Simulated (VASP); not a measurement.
# Sr (I4/mmm) in VASP: notebook, part 3 of 3

VASP 6.6.1.

### Step 6. Single point, PBEsol (strain +0.040 along x and y, -0.040 along z)

The input, INCAR:

```
SYSTEM = Sr
PREC = Accurate
ENCUT = 520
EDIFF = 1E-7
ISMEAR = 0
SIGMA = 0.03
LREAL = .False.
LASPH = .True.
NELM = 80
ALGO = Normal
ISIF = 2
LWAVE = .False.
LCHARG = .False.
GGA = PS
NBANDS = 11
```

The input, KPOINTS:

```
regular mesh
0
Gamma
  10 10 10
  0 0 0
```

The input, POSCAR:

```
Sr
1.0
    0.0000000000      3.1640440000      2.9206560000
    3.1640440000      0.0000000000      2.9206560000
    3.1640440000      3.1640440000      0.0000000000
Sr
1
Direct
    0.0000000000      0.0000000000      0.0000000000
```

Potentials or basis: VASP PAW PBE potentials, release 64 (Sr_sv).

The run is started by

```sh
$ cat potpaw_PBE.64/Sr_sv/POTCAR > POTCAR
$ mpirun -np 1 vasp_std > vasp.out
```

OUTCAR:

```text
SYSTEM = Sr
   PREC = Accurate
   ENCUT = 520
   EDIFF = 1E-7
   ISMEAR = 0
   LREAL = .False.
   LASPH = .True.
   NELM = 80
   ISIF = 2
   GGA = PS

 ion  position               nearest neighbor table
   1  0.000  0.000  0.000-

  LATTYP: Found a body centered tetragonal cell.
 ALAT       =     4.4746339367
 C/A-ratio  =     1.3054279037

  Lattice vectors:

 A1 = (   0.0000000000,  -3.1640440000,  -2.9206560000)
 A2 = (   0.0000000000,   3.1640440000,  -2.9206560000)
 A3 = (   3.1640440000,   0.0000000000,   2.9206560000)

Analysis of symmetry for initial positions (statically):
=====================================================================
 Subroutine PRICEL returns:
 Original cell was already a primitive cell.

 Routine SETGRP: Setting up the symmetry group for a
 body centered tetragonal supercell.

 Subroutine GETGRP returns: Found 16 space group operations
 (whereof 16 operations were pure point group operations)
 out of a pool of 16 trial point group operations.

The static configuration has the point symmetry D_4h.

Analysis of symmetry for dynamics (positions and initial velocities):
=====================================================================
 Subroutine PRICEL returns:
 Original cell was already a primitive cell.

 Routine SETGRP: Setting up the symmetry group for a
 body centered tetragonal supercell.

 Subroutine GETGRP returns: Found 16 space group operations
 (whereof 16 operations were pure point group operations)
 out of a pool of 16 trial point group operations.

The dynamic configuration has the point symmetry D_4h.

 Subroutine INISYM returns: Found 16 space group operations
 (whereof 16 operations are pure point group operations),
 and found     1 'primitive' translations

----------------------------------------------------------------------------------------

                                     Primitive cell

  volume of cell :      58.4784

  direct lattice vectors                    reciprocal lattice vectors
     0.000000000  3.164044000  2.920656000    -0.158025615  0.158025615  0.171194417
     3.164044000  0.000000000  2.920656000     0.158025615 -0.158025615  0.171194417
     3.164044000  3.164044000  0.000000000     0.158025615  0.158025615 -0.171194417

  length of vectors
     4.305973282  4.305973282  4.474633937     0.281516817  0.281516817  0.281516817

  position of ions in fractional coordinates (direct lattice)
     0.000000000  0.000000000  0.000000000

  ion indices of the primitive-cell ions
   primitive index   ion index
                 1           1

----------------------------------------------------------------------------------------

 KPOINTS: regular mesh

Automatic generation of k-mesh.
 Grid dimensions read from file:
 generate k-points for:   10   10   10

 Generating k-lattice:

  Cartesian coordinates                     Fractional coordinates (reciprocal lattice)
    -0.015802562  0.015802562  0.017119442     0.100000000  0.000000000  0.000000000
     0.015802562 -0.015802562  0.017119442     0.000000000  0.100000000  0.000000000
     0.015802562  0.015802562 -0.017119442     0.000000000  0.000000000  0.100000000

  Length of vectors
     0.028151682  0.028151682  0.028151682

  Shift w.r.t. Gamma in fractional coordinates (k-lattice)
     0.000000000  0.000000000  0.000000000

 Subroutine IBZKPT returns following result:
 ===========================================

 Found    102 irreducible k-points:

 Following reciprocal coordinates:
            Coordinates               Weight
  0.000000  0.000000  0.000000      1.000000
  0.100000 -0.000000  0.000000      8.000000
  0.200000 -0.000000  0.000000      8.000000
  0.300000 -0.000000  0.000000      8.000000
  0.400000 -0.000000  0.000000      8.000000
  0.500000 -0.000000  0.000000      4.000000
[... 16 lines left out ...]
  0.300000  0.300000  0.000000      2.000000
  0.400000  0.300000  0.000000      8.000000
 [... further k-points ...]
   k-points           NKPTS =    102   k-points in BZ     NKDIM =    102   number of bands    NBANDS=     11
   number of dos      NEDOS =    301   number of ions     NIONS =      1
   total plane-waves  NPLWV =  36864
   dimension x,y,z NGX =    32 NGY =   32 NGZ =   36
   dimension x,y,z NGXF=    64 NGYF=   64 NGZF=   72
   ions per type =               1
   NGX,Y,Z   is equivalent  to a cutoff of  12.35, 12.35, 13.38 a.u.
   NGXF,Y,Z  is equivalent  to a cutoff of  24.71, 24.71, 26.75 a.u.
 SYSTEM =  Sr
   PREC   = accura    normal or accurate (medium, high low for compatibility)
   ISTART =      0    job   : 0-new  1-cont  2-samecut
   ICHARG =      2    charge: 1-file 2-atom 10-const
   ISPIN  =      1    spin polarized calculation?
   LNONCOLLINEAR =      F non collinear calculations
   LSORBIT =      F    spin-orbit coupling
   LASPH  =      T    aspherical Exc in radial PAW
   ENCUT  =  520.0 eV  38.22 Ry    6.18 a.u.   8.01  8.01  8.32*2*pi/ulx,y,z
   NELM   =     80;   NELMIN=  2; NELMDL= -5     # of ELM steps
   EDIFF  = 0.1E-06   stopping-criterion for ELM
   LREAL  =      F    real-space projection
   EDIFFG = 0.1E-05   stopping-criterion for IOM
   NSW    =      0    number of steps for IOM
   IBRION =     -1    ionic relax: 0-MD 1-quasi-New 2-CG
   NFREE  =      0    steps in history (QN), initial steepest desc. (CG)
   ISIF   =      2    stress and relaxation
   ISYM   =      2    0-nonsym 1-usesym 2-fastsym
   POTIM  = 0.5000    time-step for ionic-motion
   TEBEG  =    0.0;   TEEND  =   0.0 temperature during run
   PSTRESS=    0.0 pullay stress
   NELECT =      10.0000    total number of electrons
   NUPDOWN=      -1.0000    fix difference up-down
   EMIN   =  10.00;   EMAX   =-10.00  energy-range for DOS
   EFERMI =   0.00;   METHOD = LEGACY
   ISMEAR =     0;   SIGMA  =   0.03  broadening in eV -4-tet -1-fermi 0-gaus
   EFERMI_NEDOS =   21; number of points for ismear=-14 and -15
   IALGO  =     38    algorithm
   IMIX   =      4    mixing-type and parameters
     AMIX     =   0.40;   BMIX     =  1.00
     AMIX_MAG =   1.60;   BMIX_MAG =  1.00
  volume/ion in A,a.u.               =      58.48       394.63
  Fermi-wavevector in a.u.,A,eV,Ry     =   0.908677  1.717151 11.234255  0.825694
  Thomas-Fermi vector in A             =   2.032632
   LORBIT       =      0    0 simple, 1 ext, 2 COOP (PROOUT), +10 PAW based schemes
   GGA     = PS    functional components
   LHFCALC =     F    Hartree Fock is set to
   AEXX    =    0.0000 exact exchange contribution
   IVDW    =     0    specifies the selected vdW correction
   LEPSILON=     F    determine dielectric tensor
   LRPA    =     F    only Hartree local field effects (RPA)
 non-spin polarized calculation
 Gauss-broadening in eV      SIGMA  =   0.03
  energy-cutoff  :      520.00
  volume of cell :       58.48
 maximum number of plane-waves:      1602
   NGX = 15   NGY = 15   NGZ = 17

 number of electron      10.0000000 magnetization

 Free energy of the ion-electron system (eV)
  ---------------------------------------------------
  ext. energy  EPLUGINS =         0.00000000
  ---------------------------------------------------
  free energy    TOTEN  =        -1.80969416 eV

  energy without entropy =       -1.80837428  energy(sigma->0) =       -1.80903422

 E-fermi :   1.3183     XC(G=0):  -7.2443

 val. band max:        1.3177209503   @ k =  -0.4000   0.3000   0.1000
 cond. band min:       1.3270334080   @ k =  -0.3000   0.2000   0.5000
 fundamental gap:      0.0093124578
 Fermi energy:         1.3183380903

 k-point     1 :       0.0000    0.0000    0.0000
  band No.  band energies     occupation
      1     -35.3721      2.00000
      2     -17.2830      2.00000
      3     -17.2830      2.00000
      4     -17.2781      2.00000
      5      -2.2672      2.00000
      6       3.4557      0.00000
      7       3.4557      0.00000
      8       3.8343      0.00000
      9       4.6170      0.00000
     10       5.1791      0.00000
     11       8.2730      0.00000
[... 309 lines left out ...]
 k-point    24 :       0.4000    0.3000    0.0000
  band No.  band energies     occupation
      1     -35.3591      2.00000
      2     -17.4036      2.00000
      3     -17.3407      2.00000
      4     -17.3397      2.00000
      5       0.1111      2.00000
      6       1.8643      0.00000
      7       2.8541      0.00000
      8       4.3801      0.00000
      9       4.7356      0.00000
     10       5.7681      0.00000
     11       7.3414      0.00000

 [... further k-points ...]

------------------------ aborting loop because EDIFF is reached ----------------------------------------

  FORCE on cell =-STRESS in cart. coord.  units (eV):
  Direction    XX          YY          ZZ          XY          YZ          ZX
  --------------------------------------------------------------------------------------
  -------------------------------------------------------------------------------------
  Total       -0.4525432     -0.4525432     -0.4163186      0.0000000      0.0000000     -0.0000000
  in kB      -12.3986716    -12.3986716    -11.4061986      0.0000000      0.0000000     -0.0000000
  external PRESSURE =     -12.0678473 kB  Pullay stress =       0.0000000 kB

 VOLUME and BASIS-vectors are now :
 -----------------------------------------------------------------------------
  energy-cutoff  :      520.00
  volume of cell :       58.48
      direct lattice vectors                 reciprocal lattice vectors
     0.000000000  3.164044000  2.920656000    -0.158025615  0.158025615  0.171194417
     3.164044000  0.000000000  2.920656000     0.158025615 -0.158025615  0.171194417
     3.164044000  3.164044000  0.000000000     0.158025615  0.158025615 -0.171194417

 POSITION                                       TOTAL-FORCE (eV/Angst)
 -----------------------------------------------------------------------------------
      0.00000      0.00000      0.00000         0.000000      0.000000      0.000000
 -----------------------------------------------------------------------------------
    total drift:                               -0.000000     -0.000000     -0.000000

  FREE ENERGIE OF THE ION-ELECTRON SYSTEM (eV)
  ---------------------------------------------------
  free  energy   TOTEN  =        -1.8096941597 eV

  energy  without entropy=       -1.8083742760  energy(sigma->0) =       -1.80903422
```

It took 38 s on 1 thread of Intel Xeon Platinum 8259CL at 2.50GHz (Skylake/Cascade Lake), shared host; peak memory 0.22 GiB.

What came out:

- Free energy: -1.8097 eV
- Pressure: -1.2 GPa
- Band gap on the k mesh: zero (band 5 reaches 1.39 eV, above the bottom of band 6 at 1.30 eV)

Caveat: the cell differs from its parent crystal (strain +0.040 along x and y, -0.040 along z); the PAW data sets were made with another functional, which shifts forces and pressure a little.

### Step 7. The runs side by side

```csv
cell,gap on the mesh (eV),pressure (GPa)
"a = 4.217, b = 4.217, c = 4.303 Å, angles 59.3, 59.3, 61.3°, 1 atom",none,-0.5
"a = 4.306, b = 4.306, c = 4.130 Å, angles 61.3, 61.3, 57.3°, 1 atom",none,-0.5
"a = 4.396, b = 4.396, c = 4.130 Å, angles 62.0, 62.0, 56.0°, 1 atom",none,-0.9
"a = 4.224, b = 4.224, c = 4.475 Å, angles 58.0, 58.0, 64.0°, 1 atom",none,-0.9
"a = 4.306, b = 4.306, c = 4.475 Å, angles 58.7, 58.7, 62.6°, 1 atom",none,-1.2
```

Alike in all rows: task single point; level PBEsol; potentials or basis VASP PAW PBE potentials, release 64 (Sr_sv); no spin polarisation; k mesh 10 × 10 × 10; cutoff (eV) 520; smearing gaussian 0.03 eV.

Caveats: the PAW data sets were made with another functional, which shifts forces and pressure a little.

Total energies depend on the potentials used, so only differences within one code and one set of settings carry meaning.
